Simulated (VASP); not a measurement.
# Co (P6_3/mmc) in VASP: further runs, part 2 of 2

VASP 6.6.1. Earlier steps stand in the parts before.

## 3. Density of states, SVWN5, collinear spin, antiferromagnetic start

Contents of POSCAR:

```
Co
1.0
    2.4719999032      0.0000000000      0.0000000000
   -1.2359999516      2.1408147143      0.0000000000
    0.0000000000      0.0000000000      4.0211440800
Co
2
Direct
    0.6666666667      0.3333333333      0.7500000000
    0.3333333333      0.6666666667      0.2500000000
```

Contents of INCAR.step1:

```
SYSTEM = Co
PREC     = Accurate       ! precision mode
ENCUT    = 520            ! plane-wave cutoff, eV
EDIFF    = 1E-7           ! SCF threshold, eV
ISMEAR   = -1             ! smearing method
SIGMA    = 0.025          ! smearing width, eV
LREAL    = .False.        ! projectors in reciprocal space
LASPH    = .True.         ! aspherical terms in the spheres
NELM     = 150            ! most SCF steps
ALGO     = Fast           ! electronic algorithm
ISIF     = 2              ! what is computed and relaxed
LWAVE    = .False.        ! write WAVECAR
LCHARG   = .True.         ! write CHGCAR
ISPIN    = 2              ! spin polarisation
MAGMOM   = 2 -2           ! initial moments
LMAXMIX  = 4              ! l up to which the mixer works
GGA      = VW             ! functional
NBANDS   = 20             ! bands
```

Contents of KPOINTS.step1:

```
Automatic mesh
0
Gamma
  12 12 7
  0 0 0
```

Contents of INCAR.step2:

```
SYSTEM = Co
PREC     = Accurate       ! precision mode
ENCUT    = 520            ! plane-wave cutoff, eV
EDIFF    = 1E-7           ! SCF threshold, eV
ISMEAR   = -5             ! smearing method
SIGMA    = 0.025          ! smearing width, eV
LREAL    = .False.        ! projectors in reciprocal space
LASPH    = .True.         ! aspherical terms in the spheres
NELM     = 150            ! most SCF steps
ALGO     = Fast           ! electronic algorithm
ISIF     = 2              ! what is computed and relaxed
LWAVE    = .False.        ! write WAVECAR
LCHARG   = .False.        ! write CHGCAR
ISPIN    = 2              ! spin polarisation
MAGMOM   = 2 -2           ! initial moments
LORBIT   = 10             ! projections on sites
LMAXMIX  = 4              ! l up to which the mixer works
GGA      = VW             ! functional
NEDOS    = 2001           ! points of the DOS
ICHARG   = 11             ! starting density
```

Contents of KPOINTS.step2:

```
Automatic mesh
0
Gamma
  18 18 11
  0 0 0
```

Potentials or basis: VASP PAW PBE potentials, release 64 (Co).

Launch:

```bash
cat potpaw_PBE.64/Co/POTCAR > POTCAR
cp INCAR.step1 INCAR
cp KPOINTS.step1 KPOINTS
mpirun -np 1 vasp_std > vasp.out
cp INCAR.step2 INCAR
cp KPOINTS.step2 KPOINTS
mpirun -np 1 vasp_std > vasp.out
```

It took 2.2 min on 1 thread of Intel Xeon 6975P-C, shared host; peak memory 0.21 GiB.

The run converged. Its results:

- Net moment: 0.00 μB per cell
- Valence electrons inside the program's atomic spheres: Co 8.31

Levels at points of the mesh, in eV from the Fermi level:
Spin up:
| k point | band 6 | band 7 | band 8 | band 9 | band 10 | band 11 | band 12 | band 13 |
| --- | --- | --- | --- | --- | --- | --- | --- | --- |
| (0.00, 0.00, 0.00) | -1.54 | -1.54 | -1.13 | -1.13 | -0.10 | 0.04 | 0.04 | 6.87 |
| (0.50, 0.00, 0.00) | -1.88 | -1.52 | 0.20 | 0.28 | 0.36 | 1.90 | 3.87 | 10.01 |
Spin down:
| k point | band 6 | band 7 | band 8 | band 9 | band 10 | band 11 | band 12 | band 13 |
| --- | --- | --- | --- | --- | --- | --- | --- | --- |
| (0.00, 0.00, 0.00) | -1.44 | -1.44 | -1.03 | -1.03 | -0.07 | 0.15 | 0.15 | 6.95 |
| (0.50, 0.00, 0.00) | -1.79 | -1.42 | 0.31 | 0.39 | 0.47 | 1.99 | 3.95 | 10.06 |

Caveat: the starting moments collapsed, and a magnetic state may lie lower.

## 4. Vibrations by perturbation theory, PBE, collinear spin, ferromagnetic start

Contents of INCAR:

```
PREC = Accurate
ENCUT = 520
EDIFF = 1E-8
ISMEAR = -1
SIGMA = 0.05
LREAL = False
LASPH = True
NELM = 150
ALGO = Normal
ISIF = 2
LWAVE = False
LCHARG = True
ISPIN = 2
MAGMOM = 2 2
LORBIT = 11
LMAXMIX = 4
GGA = PE
NBANDS = 20
IBRION = 8
NSW = 1
```

Contents of KPOINTS:

```
Automatic mesh
0
Gamma
  9 9 5
```

POSCAR is that of step 3.

Potentials or basis: VASP PAW PBE potentials, release 64 (Co).

Launch:

```bash
cat potpaw_PBE.64/Co/POTCAR > POTCAR
mpirun -np 1 vasp_std > vasp.out
```

OUTCAR:

```text
PREC = Accurate
   ENCUT = 520
   EDIFF = 1E-8
   ISMEAR = -1
   LREAL = False
   LASPH = True
   NELM = 150
   ISIF = 2
   ISPIN = 2
   LORBIT = 11
   GGA = PE
   IBRION = 8
   NSW = 1

 ion  position               nearest neighbor table
   1  0.667  0.333  0.750-   2 2.47   2 2.47   2 2.47   2 2.47   2 2.47   2 2.47
   2  0.333  0.667  0.250-   1 2.47   1 2.47   1 2.47   1 2.47   1 2.47   1 2.47

[... 1417 lines left out ...]

   5 f/i=    0.000000 THz     0.000000 2PiTHz    0.000001 cm-1     0.000000 meV
             X         Y         Z           dx          dy          dz
      1.236000  0.713605  3.015858     0.000000    0.000000    0.707107
     -0.000000  1.427210  1.005286     0.000000    0.000000    0.707107

   6 f/i=    0.000000 THz     0.000000 2PiTHz    0.000002 cm-1     0.000000 meV
             X         Y         Z           dx          dy          dz
      1.236000  0.713605  3.015858     0.383680   -0.593961    0.000000
     -0.000000  1.427210  1.005286     0.383680   -0.593961    0.000000

--------------------------------------------------------------------------------------------------------

 ELASTIC MODULI CONTR FROM IONIC RELAXATION (kBar)
 Direction    XX          YY          ZZ          XY          YZ          ZX
 --------------------------------------------------------------------------------
 XX        -296.0168    296.0168     -0.0000     -0.0000      0.0000      0.0000
 YY         296.0168   -296.0168      0.0000      0.0000     -0.0000      0.0000
 ZZ          -0.0000      0.0000     -0.0000     -0.0000      0.0000      0.0000
 XY          -0.0000      0.0000     -0.0000   -296.0168      0.0000      0.0000
 YZ           0.0000     -0.0000      0.0000      0.0000     -0.0000      0.0000
 ZX           0.0000      0.0000      0.0000      0.0000      0.0000      0.0000
 --------------------------------------------------------------------------------

 total charge

# of ion       s       p       d       tot
------------------------------------------
    1        0.495   0.536   7.281   8.312
    2        0.495   0.536   7.281   8.312
--------------------------------------------------
tot          0.989   1.073  14.563  16.625

 magnetization (x)

# of ion       s       p       d       tot
------------------------------------------
    1       -0.017  -0.059   1.628   1.551
    2       -0.017  -0.059   1.628   1.551
--------------------------------------------------
tot         -0.034  -0.119   3.255   3.103
```

OSZICAR:

```text
N       E                     dE             d eps       ncg     rms          rms(c)
DAV:   1     0.858595460056E+02    0.85860E+02   -0.82776E+03  3048   0.125E+03
DAV:   2    -0.114092398867E+02   -0.97269E+02   -0.88135E+02  2920   0.218E+02
DAV:   3    -0.160531480429E+02   -0.46439E+01   -0.44369E+01  3356   0.570E+01
DAV:   4    -0.161237213009E+02   -0.70573E-01   -0.70525E-01  3504   0.620E+00
[... 51 lines left out ...]
RMM:  11    -0.177550917472E+00    0.26654E-06    0.17439E-08  7940   0.496E-04    0.109E-04
RMM:  12    -0.177550245568E+00    0.67190E-06    0.36605E-09  7905   0.187E-04    0.529E-05
RMM:  13    -0.177549801469E+00    0.44410E-06   -0.94290E-09  7967   0.809E-05    0.209E-05
RMM:  14    -0.177549712468E+00    0.89002E-07   -0.27607E-09  7897   0.452E-05    0.668E-06
RMM:  15    -0.177549711686E+00    0.78142E-09   -0.19948E-09  7935   0.261E-05    0.269E-06
 Linear response finished
```

Run time: 4 min. Hardware: 1 thread of Intel Xeon 6975P-C, shared host; peak memory 0.29 GiB.

Results:

```
Net moment                                            : 3.06 μB per cell
Site moments                                          : Co +1.55 μB
Valence electrons inside the program's atomic spheres : Co 8.31
Highest phonon frequency at Γ                         : 246 cm⁻¹
```

Phonon frequencies in cm⁻¹ (negative: imaginary):
```csv
q point,frequencies
"(0.000, 0.000, 0.000)",0 0 0 144 144 246
```

Caveat: the cell wasn't relaxed at this level first, which shifts response properties.
